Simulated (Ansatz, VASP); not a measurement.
Mg3ZrN in VASP and in Ansatz

```xyz
5
Lattice="5.0372 0.0000 0.0000 -2.5186 4.3623 0.0000 0.0000 0.0000 6.9951" Properties=species:S:1:pos:R:3 pbc="T T T"
Mg    0.0000    2.9082    2.0163
Mg    2.5186    1.4541    2.0163
Mg    0.0000    0.0000    3.7483
Zr    0.0000    0.0000    0.5123
N     0.0000    0.0000    5.6990
```

Alike in both runs: functional PBE; k mesh 12 × 12 × 6; occupations gaussian, width 0.1 eV; no spin polarisation.

Ansatz relaxed the structure, and its values are those at the end. VASP's run is a single point on that final structure, the one shown.

```csv
,VASP,Ansatz
version,VASP 6.6.1,Ansatz 0.2.0
potentials or method,"VASP PAW PBE potentials, release 64 (Mg, Zr_sv, N), cutoff 520 eV","scalar-relativistic, plane waves, PAW"
valence electrons in the cell,23,47
```

```tsv
	VASP	Ansatz	Ansatz less VASP
gap on the k mesh at the Fermi level (eV)	none	none	-
pressure (GPa)	0.0	0.0	-0.04
rms of the force components (eV/Å)	0.051	0.002	-0.0496
```

A gap of «none» marks a metal or a gap that the smearing closes. VASP's potentials hold 23 valence electrons a cell and Ansatz's 47, so a difference there can come from the potentials and not from the codes.
